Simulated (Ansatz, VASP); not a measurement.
## Sn3Se2S: VASP beside Ansatz

```
CELL_PARAMETERS angstrom
-2.13147 2.13147 9.04305
2.13147 -2.13147 9.04305
2.13147 2.13147 -9.04305
ATOMIC_POSITIONS crystal
Sn 0.83333 0.83333 0.00000
Sn 0.50000 0.50000 0.00000
Sn 0.16667 0.16667 0.00000
Se 0.66667 0.66667 0.00000
Se 0.33333 0.33333 0.00000
S 0.00000 0.00000 0.00000
```

Alike in both runs: task single point; functional PBE; k mesh 6 × 6 × 6; occupations gaussian, width 0.1 eV; no spin polarisation.

|  | VASP | Ansatz |
| --- | --- | --- |
| version | VASP 6.6.1 | Ansatz 0.2.0 |
| potentials or method | VASP PAW PBE potentials, release 64 (Sn_d, Se, S), cutoff 520 eV | scalar-relativistic, plane waves, PAW |
| valence electrons in the cell | 60 | 80 |

```csv
,VASP,Ansatz,Ansatz less VASP
gap on the k mesh at the Fermi level (eV),0.22,0.22,0.000
least direct gap on the mesh (eV),0.22,0.22,0.000
pressure (GPa),-0.9,-0.9,+0.02
rms of the force components (eV/Å),0.075,0.075,-0.0005
```

Atom by atom the forces differ by 0.001 eV/Å (rms over components). The functional is the same, so the differences come from potentials, cutoffs and numerics. VASP's potentials hold 60 valence electrons a cell and Ansatz's 80, so a difference there can come from the potentials and not from the codes.
